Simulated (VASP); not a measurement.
# Hf (Pm-3m) in VASP: density of states with PBEsol

Aim: the density of states of Hf with PBEsol.

All numbers are computed with VASP 6.6.1; they aren't measurements. Logs are shortened: lines on timing, memory, paths and dates and some standing lists are left out, and cuts for length are marked.

### Step 1. The cell of the first run

Symmetry: Pm-3m, No. 221, cubic system. The conventional cell has a = 2.914 Å, b = 2.914 Å, c = 2.914 Å, α = 90.00°, β = 90.00°, γ = 90.00°. Within 3.8 Å of Hf (site symmetry m-3m) lie 6 Hf at 2.91 Å.

### Step 2. Density of states, PBEsol

File POSCAR:

```
Hf
1.0
    2.9138100000      0.0000000000      0.0000000000
    0.0000000000      2.9138100000      0.0000000000
    0.0000000000      0.0000000000      2.9138100000
Hf
1
Direct
    0.5000000000      0.5000000000      0.5000000000
```

File INCAR.step1:

```
SYSTEM = Hf
  PREC = Accurate
  ENCUT = 520
  EDIFF = 1E-6
  ISMEAR = -1
  SIGMA = 0.05
  LREAL = .False.
  LASPH = .True.
  NELM = 60
  ALGO = Fast
  ISIF = 2
  LWAVE = .False.
  LCHARG = .True.
  LMAXMIX = 4
  GGA = PS
  NBANDS = 11
```

File KPOINTS.step1:

```
regular mesh
0
Gamma
  5 5 5
  0 0 0
```

File INCAR.step2:

```
SYSTEM = Hf
  PREC = Accurate
  ENCUT = 520
  EDIFF = 1E-6
  ISMEAR = -5
  SIGMA = 0.05
  LREAL = .False.
  LASPH = .True.
  NELM = 60
  ALGO = Fast
  ISIF = 2
  LWAVE = .False.
  LCHARG = .False.
  LMAXMIX = 4
  GGA = PS
  LORBIT = 11
  NEDOS = 2001
  ICHARG = 11
```

File KPOINTS.step2:

```
regular mesh
0
Gamma
  8 8 8
  0 0 0
```

Potentials or basis: VASP PAW PBE potentials, release 64 (Hf_pv).

Started as:

```sh
$ cat potpaw_PBE.64/Hf_pv/POTCAR > POTCAR
$ cp INCAR.step1 INCAR
$ cp KPOINTS.step1 KPOINTS
$ mpirun -np 1 vasp_std > vasp.out
$ cp INCAR.step2 INCAR
$ cp KPOINTS.step2 KPOINTS
$ mpirun -np 1 vasp_std > vasp.out
```

OUTCAR:

```text
SYSTEM = Hf
   PREC = Accurate
   ENCUT = 520
   EDIFF = 1E-6
   ISMEAR = -5
   LREAL = .False.
   LASPH = .True.
   NELM = 60
   ISIF = 2
   GGA = PS
   LORBIT = 11
   ICHARG = 11

 ion  position               nearest neighbor table
   1  0.500  0.500  0.500-

  LATTYP: Found a simple cubic cell.
 ALAT       =     2.9138100000

  Lattice vectors:

 A1 = (   2.9138100000,   0.0000000000,   0.0000000000)
 A2 = (   0.0000000000,   2.9138100000,   0.0000000000)
 A3 = (   0.0000000000,   0.0000000000,   2.9138100000)

Analysis of symmetry for initial positions (statically):
=====================================================================
 Subroutine PRICEL returns:
 Original cell was already a primitive cell.

 Routine SETGRP: Setting up the symmetry group for a
 simple cubic supercell.

 Subroutine GETGRP returns: Found 48 space group operations
 (whereof 48 operations were pure point group operations)
 out of a pool of 48 trial point group operations.

The static configuration has the point symmetry O_h .

Analysis of symmetry for dynamics (positions and initial velocities):
=====================================================================
 Subroutine PRICEL returns:
 Original cell was already a primitive cell.

 Routine SETGRP: Setting up the symmetry group for a
 simple cubic supercell.

 Subroutine GETGRP returns: Found 48 space group operations
 (whereof 48 operations were pure point group operations)
 out of a pool of 48 trial point group operations.

The dynamic configuration has the point symmetry O_h .

 Subroutine INISYM returns: Found 48 space group operations
 (whereof 48 operations are pure point group operations),
 and found     1 'primitive' translations

----------------------------------------------------------------------------------------

                                     Primitive cell

  volume of cell :      24.7391

  direct lattice vectors                    reciprocal lattice vectors
     2.913810000  0.000000000  0.000000000     0.343193276  0.000000000  0.000000000
     0.000000000  2.913810000  0.000000000     0.000000000  0.343193276  0.000000000
     0.000000000  0.000000000  2.913810000     0.000000000  0.000000000  0.343193276

  length of vectors
     2.913810000  2.913810000  2.913810000     0.343193276  0.343193276  0.343193276

  position of ions in fractional coordinates (direct lattice)
     0.500000000  0.500000000  0.500000000

  ion indices of the primitive-cell ions
   primitive index   ion index
                 1           1

----------------------------------------------------------------------------------------

 KPOINTS: regular mesh

Automatic generation of k-mesh.
 Grid dimensions read from file:
 generate k-points for:    8    8    8

 Generating k-lattice:

  Cartesian coordinates                     Fractional coordinates (reciprocal lattice)
     0.042899160  0.000000000  0.000000000     0.125000000  0.000000000  0.000000000
     0.000000000  0.042899160  0.000000000     0.000000000  0.125000000  0.000000000
     0.000000000  0.000000000  0.042899160     0.000000000  0.000000000  0.125000000

  Length of vectors
     0.042899160  0.042899160  0.042899160

  Shift w.r.t. Gamma in fractional coordinates (k-lattice)
     0.000000000  0.000000000  0.000000000

 TETIRR: Found    250 inequivalent tetrahedra from     3072

 Subroutine IBZKPT returns following result:
 ===========================================

 Found     35 irreducible k-points:

 Following reciprocal coordinates:
            Coordinates               Weight
  0.000000  0.000000  0.000000      1.000000
  0.125000  0.000000  0.000000      6.000000
  0.250000  0.000000  0.000000      6.000000
  0.375000  0.000000  0.000000      6.000000
  0.500000  0.000000  0.000000      3.000000
  0.125000  0.125000  0.000000     12.000000
[... 16 lines left out ...]
  0.375000  0.375000  0.125000     24.000000
  0.500000  0.375000  0.125000     24.000000
 [... further k-points ...]
   k-points           NKPTS =     35   k-points in BZ     NKDIM =     35   number of bands    NBANDS=      9
   number of dos      NEDOS =   2001   number of ions     NIONS =      1
   total plane-waves  NPLWV =  13824
   dimension x,y,z NGX =    24 NGY =   24 NGZ =   24
   dimension x,y,z NGXF=    48 NGYF=   48 NGZF=   48
   ions per type =               1
   NGX,Y,Z   is equivalent  to a cutoff of  13.69, 13.69, 13.69 a.u.
   NGXF,Y,Z  is equivalent  to a cutoff of  27.39, 27.39, 27.39 a.u.
 SYSTEM =  Hf
   PREC   = accura    normal or accurate (medium, high low for compatibility)
   ISTART =      0    job   : 0-new  1-cont  2-samecut
   ICHARG =     11    charge: 1-file 2-atom 10-const
   ISPIN  =      1    spin polarized calculation?
   LNONCOLLINEAR =      F non collinear calculations
   LSORBIT =      F    spin-orbit coupling
   LASPH  =      T    aspherical Exc in radial PAW
   ENCUT  =  520.0 eV  38.22 Ry    6.18 a.u.   5.42  5.42  5.42*2*pi/ulx,y,z
   NELM   =     60;   NELMIN=  2; NELMDL=  0     # of ELM steps
   EDIFF  = 0.1E-05   stopping-criterion for ELM
   LREAL  =      F    real-space projection
   EDIFFG = 0.1E-04   stopping-criterion for IOM
   NSW    =      0    number of steps for IOM
   IBRION =     -1    ionic relax: 0-MD 1-quasi-New 2-CG
   NFREE  =      0    steps in history (QN), initial steepest desc. (CG)
   ISIF   =      2    stress and relaxation
   ISYM   =      2    0-nonsym 1-usesym 2-fastsym
   POTIM  = 0.5000    time-step for ionic-motion
   TEBEG  =    0.0;   TEEND  =   0.0 temperature during run
   PSTRESS=    0.0 pullay stress
   NELECT =      10.0000    total number of electrons
   NUPDOWN=      -1.0000    fix difference up-down
   EMIN   =  10.00;   EMAX   =-10.00  energy-range for DOS
   EFERMI =   0.00;   METHOD = LEGACY
   ISMEAR =    -5;   SIGMA  =   0.05  broadening in eV -4-tet -1-fermi 0-gaus
   EFERMI_NEDOS =   21; number of points for ismear=-14 and -15
   IALGO  =     68    algorithm
   IMIX   =      4    mixing-type and parameters
     AMIX     =   0.40;   BMIX     =  1.00
     AMIX_MAG =   1.60;   BMIX_MAG =  1.00
  volume/ion in A,a.u.               =      24.74       166.95
  Fermi-wavevector in a.u.,A,eV,Ry     =   1.210450  2.287419 19.935117  1.465190
  Thomas-Fermi vector in A             =   2.345997
   LORBIT       =     11    0 simple, 1 ext, 2 COOP (PROOUT), +10 PAW based schemes
   GGA     = PS    functional components
   LHFCALC =     F    Hartree Fock is set to
   AEXX    =    0.0000 exact exchange contribution
   IVDW    =     0    specifies the selected vdW correction
   LEPSILON=     F    determine dielectric tensor
   LRPA    =     F    only Hartree local field effects (RPA)
 non-spin polarized calculation
 RMM-DIIS sequential band-by-band and
 Fermi weights with tetrahedron method with Bloechl corrections
  energy-cutoff  :      520.00
  volume of cell :       24.74
 maximum number of plane-waves:       691
 NGX is ok and might be reduce to    24

 number of electron      10.0000004 magnetization

 Free energy of the ion-electron system (eV)
  ---------------------------------------------------
  ext. energy  EPLUGINS =         0.00000000
  ---------------------------------------------------
  free energy    TOTEN  =        -9.39644250 eV

  energy without entropy =       -9.39644250  energy(sigma->0) =       -9.39644250

 E-fermi :   3.5957     XC(G=0): -10.8597

 val. band max:        3.7469551001   @ k =   0.5000   0.5000   0.1250
 cond. band min:       3.5956364052   @ k =   0.3750   0.1250   0.1250
 fundamental gap:     -0.1513186949
 Fermi energy:         3.5957263858

 k-point     1 :       0.0000    0.0000    0.0000
  band No.  band energies     occupation
      1     -26.3651      2.00000
      2     -26.3651      2.00000
      3     -26.3651      2.00000
      4      -2.8403      2.00000
      5       2.1874      2.00000
      6       2.1874      2.00000
      7      10.0491      0.00000
      8      10.0491      0.00000
      9      10.0491      0.00000

 k-point     2 :       0.1250    0.0000    0.0000
  band No.  band energies     occupation
      1     -26.5089      2.00000
      2     -26.3531      2.00000
      3     -26.3531      2.00000
      4      -2.4410      2.00000
      5       2.3032      2.00000
      6       2.5577      2.08094
      7       9.3063      0.00000
      8       9.3063      0.00000
      9      10.1016      0.00000

 k-point     3 :       0.2500    0.0000    0.0000
  band No.  band energies     occupation
      1     -26.8431      2.00000
      2     -26.3239      2.00000
      3     -26.3239      2.00000
      4      -1.4259      2.00000
      5       2.6014      2.00000
      6       3.4102      2.19076
      7       7.9953      0.00000
      8       7.9953      0.00000
      9      10.2313      0.00000

 k-point     4 :       0.3750    0.0000    0.0000
  band No.  band energies     occupation
      1     -27.1612      2.00000
      2     -26.2945      2.00000
      3     -26.2945      2.00000
      4      -0.2096      2.00000
      5       2.9313      2.00000
      6       3.8099     -0.19416
      7       7.0085      0.00000
      8       7.0085      0.00000
      9      10.3606      0.00000
[... 205 lines left out ...]
 k-point    22 :       0.5000    0.2500    0.1250
  band No.  band energies     occupation
      1     -27.2091      2.00000
      2     -26.7233      2.00000
      3     -26.3765      2.00000
      4       2.0707      2.00000
      5       2.5158      2.15866
      6       4.9585     -0.01050
      7       5.3169      0.00000
      8       7.9517      0.00000
      9       9.0457      0.00000

 k-point    23 :       0.3750    0.3750    0.1250
  band No.  band energies     occupation
      1     -27.0495      2.00000
      2     -27.0365      2.00000
      3     -26.3592      2.00000
      4       1.4238      2.00000
      5       3.1482      2.08233
      6       5.6572      0.00000
      7       5.8265      0.00000
      8       8.2213      0.00000
      9       8.2572      0.00000

 k-point    24 :       0.5000    0.3750    0.1250
  band No.  band energies     occupation
      1     -27.1652      2.00000
      2     -27.0255      2.00000
      3     -26.3466      2.00000
      4       1.2940      2.00000
      5       3.3678      1.89272
      6       5.4603      0.00000
      7       5.8375      0.00000
      8       8.3525      0.00000
      9       9.6911      0.00000

 [... further k-points ...]
[... 5 lines left out ...]
  --------------------------------------------------------------------------------------
  -------------------------------------------------------------------------------------
  Total       -0.1158179     -0.1158179     -0.1158179      0.0000000      0.0000000      0.0000000
  in kB       -7.5007131     -7.5007131     -7.5007131      0.0000000      0.0000000      0.0000000
  external PRESSURE =      -7.5007131 kB  Pullay stress =       0.0000000 kB

 VOLUME and BASIS-vectors are now :
 -----------------------------------------------------------------------------
  energy-cutoff  :      520.00
  volume of cell :       24.74
      direct lattice vectors                 reciprocal lattice vectors
     2.913810000  0.000000000  0.000000000     0.343193276  0.000000000  0.000000000
     0.000000000  2.913810000  0.000000000     0.000000000  0.343193276  0.000000000
     0.000000000  0.000000000  2.913810000     0.000000000  0.000000000  0.343193276

 POSITION                                       TOTAL-FORCE (eV/Angst)
 -----------------------------------------------------------------------------------
      1.45690      1.45690      1.45690         0.000000      0.000000      0.000000
 -----------------------------------------------------------------------------------
    total drift:                                0.000000     -0.000000     -0.000000

  FREE ENERGIE OF THE ION-ELECTRON SYSTEM (eV)
  ---------------------------------------------------
  free  energy   TOTEN  =        -9.3964424964 eV

  energy  without entropy=       -9.3964424964  energy(sigma->0) =       -9.39644250

 total charge

# of ion       s       p       d       tot
------------------------------------------
    1        0.443   6.236   1.679   8.358
```

Run time: 5.9 s. Hardware: 1 thread of Intel Xeon Platinum 8375C at 2.90GHz (Ice Lake), shared host; peak memory 0.13 GiB.

Results:

```
Valence electrons inside the program's atomic spheres : Hf 8.36
```

Caveat: the k points lie up to 0.43 Å⁻¹ apart; the PAW data sets were made with another functional, which shifts forces and pressure a little; spin-orbit coupling is left out, which moves the levels of the heavy elements; tetrahedron occupations give inexact forces and stress in metals.
